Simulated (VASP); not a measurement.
Here is a VASP 6.6.1 calculation.

Contents of POSCAR:

```
Co
1.0
    0.0000000000      1.7844000000      1.7844000000
    3.5688000000      0.0000000000      3.5688000000
    1.7844000000      1.7844000000      0.0000000000
Co
2
Direct
    0.0000000000      0.0000000000      0.0000000000
    0.0000000000      0.5000000000      0.0000000000
```

Contents of INCAR.step1:

```
ALGO = Normal
EDIFF = 1E-5
ENCUT = 520
GGA = PE
GGA_COMPAT = F
ISIF = 2
ISMEAR = 0
ISPIN = 2
LASPH = T
LCHARG = F
LMAXMIX = 4
LORBIT = 11
LREAL = F
LWAVE = T
MAGMOM = 3 -3
NBANDS = 20
NELM = 200
PREC = Accurate
SIGMA = 0.1
```

File INCAR.step2:

```
ALGO = Normal
EDIFF = 1E-6
ENCUT = 520
GGA = PE
GGA_COMPAT = F
HFSCREEN = 0.2079
ISIF = 2
ISMEAR = 0
ISPIN = 2
ISTART = 1
LASPH = T
LCHARG = F
LHFCALC = T
LMAXMIX = 4
LORBIT = 11
LREAL = F
LWAVE = F
MAGMOM = 3 -3
NBANDS = 20
NELM = 200
PREC = Accurate
PRECFOCK = Normal
SIGMA = 0.1
```

File KPOINTS:

```
k-points
0
Gamma
  6 3 6
```

Potentials or basis: VASP PAW PBE potentials, release 64 (Co).

Command:

```sh
$ cat potpaw_PBE.64/Co/POTCAR > POTCAR
$ cp INCAR.step1 INCAR
$ mpirun -np 1 vasp_std > vasp.out
$ cp INCAR.step2 INCAR
$ mpirun -np 1 vasp_std > vasp.out
```

Predict the pressure.

7.1 GPa.

What does it give for the band gap on the k mesh?

Zero (filled and empty bands overlap).

Predict the site moments.

Co +2.12, -2.12 μB.

What does it give for the net moment?

0.00 μB per cell.

Stress tensor (GPa, compression positive):
```
  7.10 -12.60  12.60
-12.60   7.10 -12.60
 12.60 -12.60   7.10
```

Caveat: the k points lie up to 0.51 Å⁻¹ apart, too coarse for converged energies and pressures of a metal; the antiferromagnetic order is the one typed at the start, and another may lie lower; the PAW data sets were made with another functional, which shifts forces and pressure a little.
